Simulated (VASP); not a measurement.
Runs of VASP 6.6.1 on Lu. The structure is that of space group P6_3/mmc (No. 194), or close to it. The cells are those of the table. 

```tsv
task	cell	cutoff (eV)	gap on the mesh (eV)	pressure (GPa)
relaxation of shape and atoms at fixed volume	relaxed from a = 3.542, b = 3.542, c = 5.515 Å, angles 90.0, 90.0, 120.0°, 2 atoms	600	none	-1.6
single point	a = 3.363, b = 3.363, c = 5.227 Å, angles 90.0, 90.0, 120.0°, 2 atoms	520	none	7.2
single point	a = 3.435, b = 3.435, c = 5.350 Å, angles 90.0, 90.0, 120.0°, 2 atoms	520	none	2.9
single point	a = 3.472, b = 3.472, c = 5.406 Å, angles 90.0, 90.0, 120.0°, 2 atoms	520	none	(a)
single point	a = 3.507, b = 3.507, c = 5.461 Å, angles 90.0, 90.0, 120.0°, 2 atoms	520	none	0.0
```

Alike in all rows: level PBE; potentials or basis VASP PAW PBE potentials, release 64 (Lu); no spin polarisation; k mesh 15 × 15 × 8; smearing gaussian 0.1 eV.

**Question.** Fill in the values left out.

**Answer.** (a) 1.3.

Caveats: spin-orbit coupling is left out, which moves the levels of the heavy elements; the relaxation stopped at its first step, so nothing moved (some runs).

A k mesh can miss the band edges, and the runs leave out spin-orbit coupling on Lu.

A gap of «none» marks levels without a gap at the run's occupations.
